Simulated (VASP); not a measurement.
Wanted: the native input for a VASP 6.6.1 run.

```yaml
Task: single point
Functional: LDA
Potentials_or_basis: VASP PAW LDA potentials, release 64 (Li_sv)
Cutoff: 520 eV
k_mesh: 13 × 13 × 13
Occupations: fermi-dirac, width 0.6 eV
Spin: no spin polarisation
Dipole_correction: no
Further_INCAR_settings: ALGO = Normal; EDIFF = 1e-06; NBANDS = 8
```

The structure of Li lies in POSCAR:

```
Li
1.0
   -1.6816320888      1.6816320888      1.6816320888
    1.6816320888     -1.6816320888      1.6816320888
    1.6816320888      1.6816320888     -1.6816320888
Li
1
Direct
    0.0000000000      0.0000000000      0.0000000000
```

The input as run:

INCAR

```
SYSTEM = Li
PREC = Accurate
ENCUT = 520
EDIFF = 1E-6
ISMEAR = -1
SIGMA = 0.6
LREAL = .FALSE.
LASPH = .TRUE.
NELM = 60
ALGO = Normal
ISIF = 2
LWAVE = .FALSE.
LCHARG = .FALSE.
NBANDS = 8
```

KPOINTS

```
Automatic mesh
0
G
  13 13 13
  0 0 0
```

Potentials or basis: VASP PAW LDA potentials, release 64 (Li_sv).

Command:

```bash
$ cat potpaw_LDA.64/Li_sv/POTCAR > POTCAR
$ mpirun -np 1 vasp_std > vasp.out
```

It took 3.4 s on 1 thread of Intel(R) Xeon(R) 6975P-C (Granite Rapids), with other jobs on the host, peak memory 0.12 GiB.
